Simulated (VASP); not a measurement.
# CaO (Pm-3m) in VASP: single point with HSE06

Aim: the single point of CaO with HSE06.

All numbers are computed with VASP 6.6.1; they aren't measurements. Logs are shortened: lines on timing, memory, paths and dates and some standing lists are left out, and cuts for length are marked.

**1. The cell of the first run**

Symmetry: Pm-3m, No. 221, cubic system. Conventional cell: a = 3.061 Å, b = 3.061 Å, c = 3.061 Å, α = 90.00°, β = 90.00°, γ = 90.00°. Within 3.5 Å of Ca (site symmetry m-3m) lie 8 O at 2.65 Å and 6 Ca at 3.06 Å. Within 3.5 Å of O (site symmetry m-3m) lie 8 Ca at 2.65 Å and 6 O at 3.06 Å.

**2. Single point, HSE06 (strain +5.4%)**

File POSCAR:

```
CaO
1.0
    3.0611435324      0.0000000000      0.0000000000
    0.0000000000      3.0611435324      0.0000000000
    0.0000000000      0.0000000000      3.0611435324
Ca O
1 1
Direct
    0.0000000000      0.0000000000      0.0000000000
    0.5000000000      0.5000000000      0.5000000000
```

File INCAR.step1:

```
PREC = Accurate
ENCUT = 520
EDIFF = 1E-5
ISMEAR = 0
SIGMA = 0.01
LREAL = F
LASPH = T
NELM = 80
ALGO = Normal
ISIF = 2
LWAVE = T
LCHARG = F
NBANDS = 15
GGA = PE
```

File INCAR.step2:

```
PREC = Accurate
ENCUT = 520
EDIFF = 1E-6
ISMEAR = 0
SIGMA = 0.01
LREAL = F
LASPH = T
NELM = 80
ALGO = Normal
ISIF = 2
LWAVE = F
LCHARG = F
GGA = PE
LHFCALC = T
HFSCREEN = 0.2079
PRECFOCK = Normal
NBANDS = 15
ISTART = 1
```

File KPOINTS:

```
regular mesh
0
Gamma
  6 6 6
```

Potentials or basis: VASP PAW PBE potentials, release 64 (Ca_sv, O).

The run is started by

```
cat potpaw_PBE.64/Ca_sv/POTCAR potpaw_PBE.64/O/POTCAR > POTCAR
cp INCAR.step1 INCAR
mpirun -np 1 vasp_std > vasp.out
cp INCAR.step2 INCAR
mpirun -np 1 vasp_std > vasp.out
```

OUTCAR:

```text
PREC = Accurate
   ENCUT = 520
   EDIFF = 1E-6
   ISMEAR = 0
   LREAL = F
   LASPH = T
   NELM = 80
   ISIF = 2
   GGA = PE
   LHFCALC = T
   HFSCREEN = 0.2079
   PRECFOCK = Normal
   ISTART = 1

 ion  position               nearest neighbor table
   1  0.000  0.000  0.000-
   2  0.500  0.500  0.500-

  LATTYP: Found a simple cubic cell.
 ALAT       =     3.0611435324

  Lattice vectors:

 A1 = (   3.0611435324,   0.0000000000,   0.0000000000)
 A2 = (   0.0000000000,   3.0611435324,   0.0000000000)
 A3 = (   0.0000000000,   0.0000000000,   3.0611435324)

Analysis of symmetry for initial positions (statically):
=====================================================================
 Subroutine PRICEL returns:
 Original cell was already a primitive cell.

 Routine SETGRP: Setting up the symmetry group for a
 simple cubic supercell.

 Subroutine GETGRP returns: Found 48 space group operations
 (whereof 48 operations were pure point group operations)
 out of a pool of 48 trial point group operations.

The static configuration has the point symmetry O_h .

Analysis of symmetry for dynamics (positions and initial velocities):
=====================================================================
 Subroutine PRICEL returns:
 Original cell was already a primitive cell.

 Routine SETGRP: Setting up the symmetry group for a
 simple cubic supercell.

 Subroutine GETGRP returns: Found 48 space group operations
 (whereof 48 operations were pure point group operations)
 out of a pool of 48 trial point group operations.

The dynamic configuration has the point symmetry O_h .

 Subroutine INISYM returns: Found 48 space group operations
 (whereof 48 operations are pure point group operations),
 and found     1 'primitive' translations

----------------------------------------------------------------------------------------

                                     Primitive cell

  volume of cell :      28.6848

  direct lattice vectors                    reciprocal lattice vectors
     3.061143532  0.000000000  0.000000000     0.326675306  0.000000000  0.000000000
     0.000000000  3.061143532  0.000000000     0.000000000  0.326675306  0.000000000
     0.000000000  0.000000000  3.061143532     0.000000000  0.000000000  0.326675306

[... 93 lines left out ...]
   ISMEAR =     0;   SIGMA  =   0.01  broadening in eV -4-tet -1-fermi 0-gaus
   EFERMI_NEDOS =   21; number of points for ismear=-14 and -15
   IALGO  =     38    algorithm
   IMIX   =      1    mixing-type and parameters
     AMIX     =   0.40;   BMIX     =  1.00
     AMIX_MAG =   1.60;   BMIX_MAG =  1.00
  volume/ion in A,a.u.               =      14.34        96.79
  Fermi-wavevector in a.u.,A,eV,Ry     =   1.347611  2.546615 24.708925  1.816055
  Thomas-Fermi vector in A             =   2.475347
   LORBIT       =      0    0 simple, 1 ext, 2 COOP (PROOUT), +10 PAW based schemes
   GGA     = PE    functional components
   LHFCALC =     T    Hartree Fock is set to
   PRECFOCK=normal    Normal, Fast or Accurate (Low or Medium for compatibility)
   ENCUT4O =  -1.0   cutoff for four orbital integrals eV
   NKREDX  =     1    reduce k-point grid by
   NKREDY  =     1    reduce k-point grid by
   NKREDZ  =     1    reduce k-point grid by
   AEXX    =    0.2500 exact exchange contribution
   HFSCREEN=    0.2079 screening length (either q_TF or 0.3 A-1)
   HFSCREENC=   0.2079 screening length for correlation (either q_TF or 0.3 A-1)
   ENCUTFOCK=  -1.0 apply spherical cutoff to Coloumb kernel
   IVDW    =     0    specifies the selected vdW correction
   LEPSILON=     F    determine dielectric tensor
   LRPA    =     F    only Hartree local field effects (RPA)
 non-spin polarized calculation
 Gauss-broadening in eV      SIGMA  =   0.01
  energy-cutoff  :      520.00
  volume of cell :       28.68
 maximum number of plane-waves:       804
 NGX is ok and might be reduce to    24
  NGX = 18; NGY = 18; NGZ = 18

 number of electron      16.0000007 magnetization

 Free energy of the ion-electron system (eV)
  ---------------------------------------------------
  ext. energy  EPLUGINS =         0.00000000
  ---------------------------------------------------
  free energy    TOTEN  =       -13.70428095 eV

  energy without entropy =      -13.70428095  energy(sigma->0) =      -13.70428095

 E-fermi :   2.2775     XC(G=0):  -8.6124

 val. band max:        2.2263860164   @ k =   0.5000   0.5000   0.0000
 cond. band min:       6.6499388461   @ k =   0.0000   0.0000   0.0000
 fundamental gap:      4.4235528297
 Fermi energy:         2.2775368936

 k-point     1 :       0.0000    0.0000    0.0000
  band No.  band energies     occupation
      1     -40.2653      2.00000
      2     -19.4167      2.00000
      3     -19.4167      2.00000
      4     -19.4167      2.00000
      5     -15.3495      2.00000
      6       1.8732      2.00000
      7       1.8732      2.00000
      8       1.8732      2.00000
      9       6.6499      0.00000
     10       6.6499      0.00000
     11       7.2005      0.00000
     12      11.9071      0.00000
     13      11.9071      0.00000
     14      11.9071      0.00000
[... 329 lines left out ...]
      2     -19.9125      2.00000
      3     -19.9125      2.00000
      4     -19.9125      2.00000
      5     -14.3559      2.00000
      6      -0.7749      2.00000
      7      -0.7749      2.00000
      8      -0.7749      2.00000
      9      11.2115      0.00000
     10      11.2115      0.00000
     11      11.2115      0.00000
     12      13.3292      0.00000
     13      13.3292      0.00000
     14      14.5748      0.00000
     15      14.5748      0.00000

------------------------ aborting loop because EDIFF is reached ----------------------------------------

  FORCE on cell =-STRESS in cart. coord.  units (eV):
  Direction    XX          YY          ZZ          XY          YZ          ZX
  --------------------------------------------------------------------------------------
  -------------------------------------------------------------------------------------
  Total       -2.2950846     -2.2950846     -2.2950846     -0.0000000     -0.0000000      0.0000000
  in kB     -128.1911963   -128.1911963   -128.1911963     -0.0000000     -0.0000000      0.0000000
  external PRESSURE =    -128.1911963 kB  Pullay stress =       0.0000000 kB

 VOLUME and BASIS-vectors are now :
 -----------------------------------------------------------------------------
  energy-cutoff  :      520.00
  volume of cell :       28.68
      direct lattice vectors                 reciprocal lattice vectors
     3.061143532  0.000000000  0.000000000     0.326675306  0.000000000  0.000000000
     0.000000000  3.061143532  0.000000000     0.000000000  0.326675306  0.000000000
     0.000000000  0.000000000  3.061143532     0.000000000  0.000000000  0.326675306

 POSITION                                       TOTAL-FORCE (eV/Angst)
 -----------------------------------------------------------------------------------
      0.00000      0.00000      0.00000         0.000000      0.000000      0.000000
      1.53057      1.53057      1.53057         0.000000      0.000000      0.000000
 -----------------------------------------------------------------------------------
    total drift:                                0.000001      0.000001      0.000001

  FREE ENERGIE OF THE ION-ELECTRON SYSTEM (eV)
  ---------------------------------------------------
  free  energy   TOTEN  =       -13.7042809508 eV

  energy  without entropy=      -13.7042809508  energy(sigma->0) =      -13.70428095
```

It took 21 min on 1 thread of Intel Xeon Platinum 8375C at 2.90GHz (Ice Lake), shared host; peak memory 0.26 GiB.

Results:

| Item | Value |
| --- | --- |
| Free energy | -13.7043 eV |
| Pressure | -12.8 GPa |
| Band gap on the k mesh | 4.42 eV (least direct gap 4.78 eV) |

Levels at points of the mesh, in eV from the valence-band top:
```csv
k point,band 6,band 7,band 8,band 9,band 10,band 11
"(0.00, 0.00, 0.00)",-0.35,-0.35,-0.35,4.42,4.42,4.97
"(0.50, 0.00, 0.00)",-3.64,-0.66,-0.66,5.38,8.16,9.30
"(0.50, 0.50, 0.00)",-2.17,-2.17,0.00,5.18,5.96,7.96
"(0.50, 0.50, 0.50)",-3.00,-3.00,-3.00,8.99,8.99,8.99
```

Caveat: the cell differs from its parent crystal (strain +5.4%); the cell stands under tension; the PAW data sets were made with another functional, which shifts forces and pressure a little. A k mesh can miss the band edges.
